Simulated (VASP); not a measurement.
A run of VASP 6.6.1:

The input INCAR:

```
SYSTEM = NiSb
  PREC = Accurate
  ENCUT = 520
  EDIFF = 1E-6
  ISMEAR = 0
  SIGMA = 0.1
  LREAL = .FALSE.
  LASPH = .TRUE.
  NELM = 80
  ALGO = Normal
  ISIF = 2
  LWAVE = .FALSE.
  LCHARG = .FALSE.
  GGA = PE
  NBANDS = 23
```

File KPOINTS:

```
Automatic mesh
0
G
  18 18 10
  0 0 0
```

POSCAR

```
NiSb
1.0
    4.0952505770      0.0000000000      0.0000000000
   -2.0476252885      3.5465910346      0.0000000000
    0.0000000000      0.0000000000      5.0640549342
Ni Sb
2 2
Direct
    0.0000000000      0.0000000000      0.0000000000
    0.0000000000      0.0000000000      0.5000000000
    0.3333333333      0.6666666667      0.2500000000
    0.6666666667      0.3333333333      0.7500000000
```

Potentials or basis: VASP PAW PBE potentials, release 64 (Ni, Sb).

Launch:

```console
$ cat potpaw_PBE.64/Ni/POTCAR potpaw_PBE.64/Sb/POTCAR > POTCAR
$ mpirun -np 1 vasp_std > vasp.out
```

Hardware: 1 thread of Oxide Virtual Turin-like Processor (shared host).

**Question.** Estimate the wall time of this run.

**Answer.** It took 5.8 min on 1 thread of Oxide Virtual Turin-like Processor, on a shared host, peak memory 0.41 GiB. Counts: scf iterations 15, k points 222.
